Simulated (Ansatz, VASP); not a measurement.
## Two plane-wave programs on BN

INCAR

```
ALGO = Normal
EDIFF = 1E-8
ENCUT = 520
GGA = PE
ISIF = 2
ISMEAR = -1
LASPH = True
LCHARG = False
LEFG = True
LREAL = False
LWAVE = False
NBANDS = 16
NELM = 80
PREC = Accurate
SIGMA = 0.02
```

The input KPOINTS:

```
k-points
0
Gamma
  11 11 4
```

File POSCAR:

```
BN
1.0
    2.5039917043     -0.0125199585     -0.0125199585
   -1.2628384543      2.1747804061     -0.0045826229
   -0.0333060000     -0.0333060000      6.6612000000
B N
2 2
Direct
    0.3333333333      0.6666666667      0.2500000000
    0.6666666667      0.3333333333      0.7500000000
    0.3333333333      0.6666666667      0.7500000000
    0.6666666667      0.3333333333      0.2500000000
```

Input for Ansatz:

```yaml
crystal:
  lattice:
    - [2.5039917043, -0.0125199585, -0.0125199585]
    - [-1.2628384543, 2.1747804061, -0.0045826229]
    - [-0.033306, -0.033306, 6.6612]
  atoms:
    - { symbol: B, position: [0.3333333333, 0.6666666667, 0.25] }
    - { symbol: B, position: [0.6666666667, 0.3333333333, 0.75] }
    - { symbol: "N", position: [0.3333333333, 0.6666666667, 0.75] }
    - { symbol: "N", position: [0.6666666667, 0.3333333333, 0.25] }
kpoints:
  mp_grid: { grid: [11, 11, 4] }
scf:
  occupations: { method: fermi_dirac, width: 0.02 }
hamiltonian:
  xc: pbe
  pseudopotentials: { kind: paw }
output:
  forces: true
  stress: true
  eigenvalues: true
  efg: { contact_densities: true }
```

Change from the starting cell: equal xy, yz and zx shear strains of -1 %, PAW files.

Alike in both runs: task electric field gradients; functional PBE; k mesh 11 × 11 × 4; occupations fermi-dirac, width 0.02 eV; no spin polarisation.

|  | VASP | Ansatz |
| --- | --- | --- |
| version | VASP 6.6.1 | Ansatz 0.2.0 |
| potentials or method | VASP PAW PBE potentials, release 64 (B, N) | PAW with Ansatz's default frozen-core files, scalar-relativistic |
| plane-wave cutoff (eV) | 520 | 420 |
| valence electrons in the cell | 16 | 16 |

VASP gave:

* gap on the k mesh at the Fermi level (eV): 4.30
* pressure (GPa): 3.4
* traceless stress, the component that is largest in VASP (GPa): 3.74
* rms of the force components (eV/Å): 0.073
* size of Vzz on the site where it differs most (V/Å²): 35.1

Task: Which values does Ansatz return?

Result: gap on the k mesh at the Fermi level (eV): 4.30; pressure (GPa): 3.3; traceless stress, the component that is largest in VASP (GPa): 3.73; rms of the force components (eV/Å): 0.073; size of Vzz on the site where it differs most (V/Å²): 28.2.

Atom by atom the forces differ by 0.000 eV/Å (rms over components).
